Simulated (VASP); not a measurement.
Input of a VASP 6.6.1 run:

Contents of INCAR:

```
PREC     = Accurate       # precision mode
ENCUT    = 600            # plane-wave cutoff, eV
EDIFF    = 1E-6           # SCF threshold, eV
ISMEAR   = 0              # smearing method
SIGMA    = 0.1            # smearing width, eV
LREAL    = F              # projectors in reciprocal space
LASPH    = T              # aspherical terms in the spheres
NELM     = 60             # most SCF steps
ALGO     = Normal         # electronic algorithm
ISIF     = 3              # what is computed and relaxed
LWAVE    = F              # write WAVECAR
LCHARG   = F              # write CHGCAR
GGA      = PE             # functional
IBRION   = 2              # ionic algorithm
NSW      = 90             # ionic steps
EDIFFG   = -0.04          # ionic threshold
```

Contents of KPOINTS:

```
regular mesh
0
Gamma
  6 6 6
```

POSCAR

```
B
1.0
    3.2957849700      0.0000000000      0.0000000000
    0.0000000000      3.2957849700      0.0000000000
    0.0000000000      0.0000000000      2.5444686900
B
4
Direct
    0.3384865200      0.0000000000      0.7500000000
    0.6615134800      0.0000000000      0.2500000000
    0.0000000000      0.3384865200      0.0000000000
    0.0000000000      0.6615134800      0.5000000000
```

Potentials or basis: VASP PAW PBE potentials, release 64 (B).

The run is started by

```console
$ cat potpaw_PBE.64/B/POTCAR > POTCAR
$ mpirun -np 1 vasp_std > vasp.out
```

Q: What does it give for the relaxed volume?

A: 7.47 Å³/atom.

Q: Predict the relaxed cell.

A: a = 3.998 Å, b = 3.998 Å, c = 1.868 Å, α = 90.00°, β = 90.00°, γ = 90.00°.

Forces on the atoms (eV/Å):
```
B    0.015  0.000  0.000
B   -0.015  0.000  0.000
B    0.000  0.015  0.000
B    0.000 -0.015  0.000
```

Caveat: the k points lie up to 0.56 Å⁻¹ apart in the final cell; a cell axis changed by over 15 % at a fixed basis, so the end point is rough.
